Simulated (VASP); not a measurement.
AgBr:

```
Ag Br
1.0
     0.00000    2.87015    2.87015
     2.87015    0.00000    2.87015
     2.87015    2.87015    0.00000
Ag Br
1 1
Cartesian
  0.0000 0.0000 0.0000
  2.8702 2.8702 2.8702
```

Base run:

| Property | Result |
| --- | --- |
| Program | VASP 6.6.1 |
| Functional | PBE |
| Potentials or basis | VASP PAW PBE potentials, release 64 (Ag, Br) |
| Cutoff | 500 eV |
| k mesh | 8 × 8 × 8 |
| Occupations | gaussian, width 0.03 eV |
| Spin | no spin polarisation |

Its results: band gap on the k mesh 0.67 eV, indirect (least direct gap 2.61 eV); pressure 2.3 GPa.

Problem. The run is repeated on the same cell with these changes: functional from PBE to BLYP; occupations from gaussian, width 0.03 eV to fermi-dirac, width 0.05 eV. What comes out?

Solution. Band gap on the k mesh 0.75 eV, indirect (least direct gap 2.65 eV); pressure 6.2 GPa.

Caveats: the PAW data sets were made with another functional, which shifts forces and pressure a little (some runs).

A k mesh can miss the band edges.
